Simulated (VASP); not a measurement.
# TlCl (CsCl type) (Pm-3m) in VASP: further runs

Runs on TlCl (CsCl type). Level: HSE06. Tasks: single point.

Everything below comes from runs of VASP 6.6.1. Logs are shortened: lines on timing, memory, paths and dates and some standing lists are left out, and cuts for length are marked.

### 1 The cell of the first run

It takes space group Pm-3m (No. 221, cubic). The conventional cell has a = 3.793 Å, b = 3.793 Å, c = 3.793 Å, α = 90.00°, β = 90.00°, γ = 90.00°. Tl (site symmetry m-3m) has 8 Cl at 3.28 Å and 6 Tl at 3.79 Å within 4.3 Å. Within 4.3 Å of Cl (site symmetry m-3m) lie 8 Tl at 3.28 Å and 6 Cl at 3.79 Å.

### 2 Single point, HSE06

The input, POSCAR:

```
TlCl
1.0
    3.7930964223      0.0000000000      0.0000000000
    0.0000000000      3.7930964223      0.0000000000
    0.0000000000      0.0000000000      3.7930964223
Tl Cl
1 1
Direct
    0.0000000000      0.0000000000      0.0000000000
    0.5000000000      0.5000000000      0.5000000000
```

The input, INCAR.step1:

```
  ALGO = Normal
  EDIFF = 1E-5
  ENCUT = 400
  GGA = PE
  GGA_COMPAT = False
  ISIF = 2
  ISMEAR = -1
  LASPH = True
  LCHARG = False
  LREAL = False
  LWAVE = True
  NBANDS = 17
  NELM = 120
  PREC = Accurate
  SIGMA = 0.05
```

The input, INCAR.step2:

```
  ALGO = Normal
  EDIFF = 1E-6
  ENCUT = 400
  GGA = PE
  GGA_COMPAT = False
  HFSCREEN = 0.2079
  ISIF = 2
  ISMEAR = -1
  ISTART = 1
  LASPH = True
  LCHARG = False
  LHFCALC = True
  LREAL = False
  LWAVE = False
  NBANDS = 17
  NELM = 120
  PREC = Accurate
  PRECFOCK = Normal
  SIGMA = 0.05
```

The input, KPOINTS:

```
k-points
0
Gamma
  4 4 4
```

Potentials or basis: VASP PAW PBE potentials, release 64 (Tl_d, Cl).

Command:

```console
> cat potpaw_PBE.64/Tl_d/POTCAR potpaw_PBE.64/Cl/POTCAR > POTCAR
> cp INCAR.step1 INCAR
> mpirun -np 1 vasp_std > vasp.out
> cp INCAR.step2 INCAR
> mpirun -np 1 vasp_std > vasp.out
```

OUTCAR:

```text
EDIFF = 1E-6
   ENCUT = 400
   GGA = PE
   HFSCREEN = 0.2079
   ISIF = 2
   ISMEAR = -1
   ISTART = 1
   LASPH = True
   LHFCALC = True
   LREAL = False
   NELM = 120
   PREC = Accurate
   PRECFOCK = Normal

 ion  position               nearest neighbor table
   1  0.000  0.000  0.000-   2 3.28   2 3.28   2 3.28   2 3.28   2 3.28   2 3.28   2 3.28   2 3.28

   2  0.500  0.500  0.500-   1 3.28   1 3.28   1 3.28   1 3.28   1 3.28   1 3.28   1 3.28   1 3.28

  LATTYP: Found a simple cubic cell.
 ALAT       =     3.7930964223

  Lattice vectors:

 A1 = (   3.7930964223,   0.0000000000,   0.0000000000)
 A2 = (   0.0000000000,   3.7930964223,   0.0000000000)
 A3 = (   0.0000000000,   0.0000000000,   3.7930964223)

Analysis of symmetry for initial positions (statically):
=====================================================================
 Subroutine PRICEL returns:
 Original cell was already a primitive cell.

 Routine SETGRP: Setting up the symmetry group for a
 simple cubic supercell.

 Subroutine GETGRP returns: Found 48 space group operations
 (whereof 48 operations were pure point group operations)
 out of a pool of 48 trial point group operations.

The static configuration has the point symmetry O_h .

Analysis of symmetry for dynamics (positions and initial velocities):
=====================================================================
 Subroutine PRICEL returns:
 Original cell was already a primitive cell.

 Routine SETGRP: Setting up the symmetry group for a
 simple cubic supercell.

 Subroutine GETGRP returns: Found 48 space group operations
 (whereof 48 operations were pure point group operations)
 out of a pool of 48 trial point group operations.

The dynamic configuration has the point symmetry O_h .

 Subroutine INISYM returns: Found 48 space group operations
 (whereof 48 operations are pure point group operations),
 and found     1 'primitive' translations

----------------------------------------------------------------------------------------

                                     Primitive cell

  volume of cell :      54.5735

  direct lattice vectors                    reciprocal lattice vectors
     3.793096422  0.000000000  0.000000000     0.263636852  0.000000000  0.000000000
     0.000000000  3.793096422  0.000000000     0.000000000  0.263636852  0.000000000
     0.000000000  0.000000000  3.793096422     0.000000000  0.000000000  0.263636852

  length of vectors
     3.793096422  3.793096422  3.793096422     0.263636852  0.263636852  0.263636852

  position of ions in fractional coordinates (direct lattice)
     0.000000000  0.000000000  0.000000000
     0.500000000  0.500000000  0.500000000

  ion indices of the primitive-cell ions
   primitive index   ion index
                 1           1
                 2           2

----------------------------------------------------------------------------------------

 KPOINTS: k-points

Automatic generation of k-mesh.
 Grid dimensions read from file:
 generate k-points for:    4    4    4

 Generating k-lattice:

  Cartesian coordinates                     Fractional coordinates (reciprocal lattice)
     0.065909213  0.000000000  0.000000000     0.250000000  0.000000000  0.000000000
     0.000000000  0.065909213  0.000000000     0.000000000  0.250000000  0.000000000
     0.000000000  0.000000000  0.065909213     0.000000000  0.000000000  0.250000000

  Length of vectors
     0.065909213  0.065909213  0.065909213

  Shift w.r.t. Gamma in fractional coordinates (k-lattice)
     0.000000000  0.000000000  0.000000000

 Subroutine IBZKPT returns following result:
 ===========================================

 Found     10 irreducible k-points:

 Following reciprocal coordinates:
            Coordinates               Weight
  0.000000  0.000000  0.000000      1.000000
  0.250000  0.000000  0.000000      6.000000
  0.500000  0.000000  0.000000      3.000000
  0.250000  0.250000  0.000000     12.000000
  0.500000  0.250000  0.000000     12.000000
  0.500000  0.500000  0.000000      3.000000
  0.250000  0.250000  0.250000      8.000000
  0.500000  0.250000  0.250000     12.000000
  0.500000  0.500000  0.250000      6.000000
  0.500000  0.500000  0.500000      1.000000
   k-points           NKPTS =     10   k-points in BZ     NKDIM =     64   number of bands    NBANDS=     17
   number of dos      NEDOS =    301   number of ions     NIONS =      2
   total plane-waves  NPLWV =  21952
   dimension x,y,z NGX =    28 NGY =   28 NGZ =   28
   dimension x,y,z NGXF=    56 NGYF=   56 NGZF=   56
   ions per type =               1   1
   NGX,Y,Z   is equivalent  to a cutoff of  12.27, 12.27, 12.27 a.u.
   NGXF,Y,Z  is equivalent  to a cutoff of  24.54, 24.54, 24.54 a.u.
 SYSTEM =  unknown system
   PREC   = accura    normal or accurate (medium, high low for compatibility)
   ISTART =      1    job   : 0-new  1-cont  2-samecut
   ICHARG =      0    charge: 1-file 2-atom 10-const
   ISPIN  =      1    spin polarized calculation?
   LNONCOLLINEAR =      F non collinear calculations
   LSORBIT =      F    spin-orbit coupling
   LASPH  =      T    aspherical Exc in radial PAW
   ENCUT  =  400.0 eV  29.40 Ry    5.42 a.u.   6.19  6.19  6.19*2*pi/ulx,y,z
   NELM   =    120;   NELMIN=  2; NELMDL=  0     # of ELM steps
   EDIFF  = 0.1E-05   stopping-criterion for ELM
   LREAL  =      F    real-space projection
   EDIFFG = 0.1E-04   stopping-criterion for IOM
   NSW    =      0    number of steps for IOM
   IBRION =     -1    ionic relax: 0-MD 1-quasi-New 2-CG
   NFREE  =      0    steps in history (QN), initial steepest desc. (CG)
   ISIF   =      2    stress and relaxation
   ISYM   =      3    0-nonsym 1-usesym 2-fastsym
   POTIM  = 0.5000    time-step for ionic-motion
   TEBEG  =    0.0;   TEEND  =   0.0 temperature during run
   PSTRESS=    0.0 pullay stress
   NELECT =      20.0000    total number of electrons
   NUPDOWN=      -1.0000    fix difference up-down
   EMIN   =  10.00;   EMAX   =-10.00  energy-range for DOS
   EFERMI =   0.00;   METHOD = LEGACY
   ISMEAR =    -1;   SIGMA  =   0.05  broadening in eV -4-tet -1-fermi 0-gaus
   EFERMI_NEDOS =   21; number of points for ismear=-14 and -15
   IALGO  =     38    algorithm
   IMIX   =      1    mixing-type and parameters
     AMIX     =   0.40;   BMIX     =  1.00
     AMIX_MAG =   1.60;   BMIX_MAG =  1.00
  volume/ion in A,a.u.               =      27.29       184.14
  Fermi-wavevector in a.u.,A,eV,Ry     =   1.171541  2.213892 18.674120  1.372509
  Thomas-Fermi vector in A             =   2.307984
   LORBIT       =      0    0 simple, 1 ext, 2 COOP (PROOUT), +10 PAW based schemes
   GGA     = PE    functional components
   LHFCALC =     T    Hartree Fock is set to
   PRECFOCK=normal    Normal, Fast or Accurate (Low or Medium for compatibility)
   ENCUT4O =  -1.0   cutoff for four orbital integrals eV
   NKREDX  =     1    reduce k-point grid by
   NKREDY  =     1    reduce k-point grid by
   NKREDZ  =     1    reduce k-point grid by
   AEXX    =    0.2500 exact exchange contribution
   HFSCREEN=    0.2079 screening length (either q_TF or 0.3 A-1)
   HFSCREENC=   0.2079 screening length for correlation (either q_TF or 0.3 A-1)
   ENCUTFOCK=  -1.0 apply spherical cutoff to Coloumb kernel
   IVDW    =     0    specifies the selected vdW correction
   LEPSILON=     F    determine dielectric tensor
   LRPA    =     F    only Hartree local field effects (RPA)
 non-spin polarized calculation
  energy-cutoff  :      400.00
  volume of cell :       54.57
 maximum number of plane-waves:      1021
 NGX is ok and might be reduce to    28
  NGX = 20; NGY = 20; NGZ = 20

 number of electron      20.0000002 magnetization

 Free energy of the ion-electron system (eV)
  ---------------------------------------------------
  ext. energy  EPLUGINS =         0.00000000
  ---------------------------------------------------
  free energy    TOTEN  =        -7.14630596 eV

  energy without entropy =       -7.14630596  energy(sigma->0) =       -7.14630596

 E-fermi :   3.7102     XC(G=0):  -7.7083

 val. band max:        2.5599340821   @ k =   0.5000   0.0000   0.0000
 cond. band min:       5.2994676210   @ k =   0.5000   0.0000   0.0000
 fundamental gap:      2.7395335389
 Fermi energy:         3.7101910059

 k-point     1 :       0.0000    0.0000    0.0000
  band No.  band energies     occupation
      1     -13.0023      2.00000
      2      -8.7361      2.00000
      3      -8.7361      2.00000
      4      -8.4756      2.00000
      5      -8.4756      2.00000
      6      -8.4756      2.00000
[... 9 lines left out ...]
     16      16.6780      0.00000
     17      18.0964      0.00000

 k-point     2 :       0.2500    0.0000    0.0000
  band No.  band energies     occupation
      1     -12.8580      2.00000
      2      -8.7281      2.00000
      3      -8.6402      2.00000
      4      -8.5223      2.00000
      5      -8.5223      2.00000
      6      -8.4714      2.00000
[... 9 lines left out ...]
     16      16.9162      0.00000
     17      18.0549      0.00000

 k-point     3 :       0.5000    0.0000    0.0000
  band No.  band energies     occupation
      1     -12.7029      2.00000
      2      -8.7202      2.00000
      3      -8.5682      2.00000
      4      -8.5682      2.00000
      5      -8.5517      2.00000
      6      -8.4673      2.00000
[... 9 lines left out ...]
     16      17.9685      0.00000
     17      18.0279      0.00000

 k-point     4 :       0.2500    0.2500    0.0000
  band No.  band energies     occupation
      1     -12.7512      2.00000
      2      -8.6800      2.00000
      3      -8.5749      2.00000
      4      -8.5310      2.00000
      5      -8.5185      2.00000
      6      -8.5078      2.00000
[... 9 lines left out ...]
     16      15.6384      0.00000
     17      15.9992      0.00000
[... 63 lines left out ...]
      1     -12.5527      2.00000
      2      -8.6248      2.00000
      3      -8.5609      2.00000
      4      -8.5607      2.00000
      5      -8.5151      2.00000
      6      -8.4578      2.00000
[... 9 lines left out ...]
     16      15.5493      0.00000
     17      19.3773      0.00000

 k-point     9 :       0.5000    0.5000    0.2500
  band No.  band energies     occupation
      1     -12.4620      2.00000
      2      -8.6138      2.00000
      3      -8.6138      2.00000
      4      -8.5813      2.00000
      5      -8.5076      2.00000
      6      -8.3890      2.00000
[... 9 lines left out ...]
     16      16.0356      0.00000
     17      20.2879      0.00000

 k-point    10 :       0.5000    0.5000    0.5000
  band No.  band energies     occupation
      1     -12.3396      2.00000
      2      -8.6841      2.00000
      3      -8.6841      2.00000
      4      -8.6841      2.00000
      5      -8.3866      2.00000
      6      -8.3866      2.00000
[... 9 lines left out ...]
     16      16.8202      0.00000
     17      21.1743      0.00000

------------------------ aborting loop because EDIFF is reached ----------------------------------------

  FORCE on cell =-STRESS in cart. coord.  units (eV):
  Direction    XX          YY          ZZ          XY          YZ          ZX
  --------------------------------------------------------------------------------------
  -------------------------------------------------------------------------------------
  Total        0.6486723      0.6486723      0.6486723      0.0000000      0.0000000      0.0000000
  in kB       19.0438307     19.0438307     19.0438307      0.0000000      0.0000000      0.0000000
  external PRESSURE =      19.0438307 kB  Pullay stress =       0.0000000 kB

 VOLUME and BASIS-vectors are now :
 -----------------------------------------------------------------------------
  energy-cutoff  :      400.00
  volume of cell :       54.57
      direct lattice vectors                 reciprocal lattice vectors
     3.793096422  0.000000000  0.000000000     0.263636852  0.000000000  0.000000000
     0.000000000  3.793096422  0.000000000     0.000000000  0.263636852  0.000000000
     0.000000000  0.000000000  3.793096422     0.000000000  0.000000000  0.263636852

 POSITION                                       TOTAL-FORCE (eV/Angst)
 -----------------------------------------------------------------------------------
      0.00000      0.00000      0.00000         0.000000      0.000000      0.000000
      1.89655      1.89655      1.89655         0.000000      0.000000      0.000000
 -----------------------------------------------------------------------------------
    total drift:                               -0.000000     -0.000000     -0.000001

  FREE ENERGIE OF THE ION-ELECTRON SYSTEM (eV)
  ---------------------------------------------------
  free  energy   TOTEN  =        -7.1463059638 eV

  energy  without entropy=       -7.1463059638  energy(sigma->0) =       -7.14630596
```

Wall time 11 min (1 thread of Oxide Virtual Turin-like, shared host); peak memory 0.23 GiB.

What came out:

```
Free energy            : -7.1463 eV
Pressure               : 1.9 GPa
Band gap on the k mesh : 2.74 eV
```

Levels at points of the mesh, in eV from the valence-band top:
```csv
k point,band 7,band 8,band 9,band 10,band 11,band 12,band 13,band 14
"(0.00, 0.00, 0.00)",-4.82,-2.07,-2.07,-2.07,8.66,8.66,9.10,9.10
"(0.50, 0.00, 0.00)",-6.16,-1.59,-1.59,0.00,2.74,7.58,7.58,9.63
"(0.50, 0.50, 0.00)",-3.70,-3.70,-3.46,-1.54,5.83,5.83,9.38,9.81
"(0.50, 0.50, 0.50)",-2.64,-2.64,-2.64,-2.01,3.16,3.16,3.16,14.26
```

Caveat: the PAW data sets were made with another functional, which shifts forces and pressure a little; spin-orbit coupling is left out, which moves the levels of the heavy elements.

### 3 Single point, HSE06

This run uses another cell than the first one, of 28.18 Å³/atom.

The input, POSCAR:

```
TlCl
1.0
    3.8338855327      0.0000000000      0.0000000000
    0.0000000000      3.8338855327      0.0000000000
    0.0000000000      0.0000000000      3.8338855327
Tl Cl
1 1
Direct
    0.0000000000      0.0000000000      0.0000000000
    0.5000000000      0.5000000000      0.5000000000
```

INCAR.step1 is that of step 2.

INCAR.step2 is that of step 2.

KPOINTS is that of step 2.

Potentials or basis: VASP PAW PBE potentials, release 64 (Tl_d, Cl).

Command:

```console
> cat potpaw_PBE.64/Tl_d/POTCAR potpaw_PBE.64/Cl/POTCAR > POTCAR
> cp INCAR.step1 INCAR
> mpirun -np 1 vasp_std > vasp.out
> cp INCAR.step2 INCAR
> mpirun -np 1 vasp_std > vasp.out
```

It took 11 min on 1 thread of Oxide Virtual Turin-like, shared host; peak memory 0.23 GiB.

It converged, with:

```
Free energy            : -7.1631 eV
Pressure               : 0.9 GPa
Band gap on the k mesh : 2.84 eV
```

Levels at points of the mesh, in eV from the valence-band top:
```csv
k point,band 8,band 9,band 10,band 11,band 12,band 13
"(0.00, 0.00, 0.00)",-1.89,-1.89,-1.89,8.76,8.76,8.98
"(0.50, 0.00, 0.00)",-1.44,-1.44,0.00,2.84,7.60,7.60
"(0.50, 0.50, 0.00)",-3.44,-3.39,-1.39,5.82,5.82,9.41
"(0.50, 0.50, 0.50)",-2.45,-2.45,-2.04,3.31,3.31,3.31
```

Caveat: the PAW data sets were made with another functional, which shifts forces and pressure a little; spin-orbit coupling is left out, which moves the levels of the heavy elements. A k mesh can miss the band edges.

### 4 Single point, HSE06

This run uses another cell than the first one, of 28.18 Å³/atom.

POSCAR is that of step 3.

The input, INCAR.step1:

```
SYSTEM = TlCl
  PREC = Accurate
  ENCUT = 400
  EDIFF = 1E-5
  ISMEAR = -1
  SIGMA = 0.05
  LREAL = .FALSE.
  LASPH = .TRUE.
  NELM = 120
  ALGO = Normal
  ISIF = 2
  LWAVE = .TRUE.
  NBANDS = 17
  GGA = PE
  GGA_COMPAT = .FALSE.
```

The input, INCAR.step2:

```
SYSTEM = TlCl
  PREC = Accurate
  ENCUT = 400
  EDIFF = 1E-6
  ISMEAR = -1
  SIGMA = 0.05
  LREAL = .FALSE.
  LASPH = .TRUE.
  NELM = 120
  ALGO = Normal
  ISIF = 2
  LWAVE = .FALSE.
  LCHARG = .TRUE.
  GGA = PE
  LHFCALC = .TRUE.
  HFSCREEN = 0.2079
  PRECFOCK = Normal
  LELF = .TRUE.
  LVHAR = .TRUE.
  NBANDS = 17
  ISTART = 1
  GGA_COMPAT = .FALSE.
```

The input, KPOINTS:

```
regular mesh
0
G
  4 4 4
  0 0 0
```

Command:

```console
> cat potpaw_PBE.64/Tl_d/POTCAR potpaw_PBE.64/Cl/POTCAR > POTCAR
> cp INCAR.step1 INCAR
> mpirun -np 1 vasp_std > vasp.out
> cp INCAR.step2 INCAR
> mpirun -np 1 vasp_std > vasp.out
```

Wall time 12 min (1 thread of Oxide Virtual Turin-like, shared host); peak memory 0.23 GiB.

Results (log left out):

```
Free energy            : -7.1631 eV
Pressure               : 0.9 GPa
Band gap on the k mesh : 2.84 eV
```

Levels at points of the mesh, in eV from the valence-band top:
| k point | band 6 | band 7 | band 8 | band 9 | band 10 | band 11 | band 12 | band 13 | band 14 | band 15 |
| --- | --- | --- | --- | --- | --- | --- | --- | --- | --- | --- |
| (0.00, 0.00, 0.00) | -10.97 | -4.71 | -1.89 | -1.89 | -1.89 | 8.76 | 8.76 | 8.98 | 8.98 | 8.98 |
| (0.50, 0.00, 0.00) | -10.96 | -5.91 | -1.44 | -1.44 | 0.00 | 2.84 | 7.60 | 7.60 | 9.77 | 12.56 |
| (0.50, 0.50, 0.00) | -10.89 | -3.44 | -3.44 | -3.39 | -1.39 | 5.82 | 5.82 | 9.41 | 9.68 | 12.56 |
| (0.50, 0.50, 0.50) | -10.89 | -2.45 | -2.45 | -2.45 | -2.04 | 3.31 | 3.31 | 3.31 | 14.09 | 14.09 |

Caveat: the PAW data sets were made with another functional, which shifts forces and pressure a little; spin-orbit coupling is left out, which moves the levels of the heavy elements. A k mesh can miss the band edges.
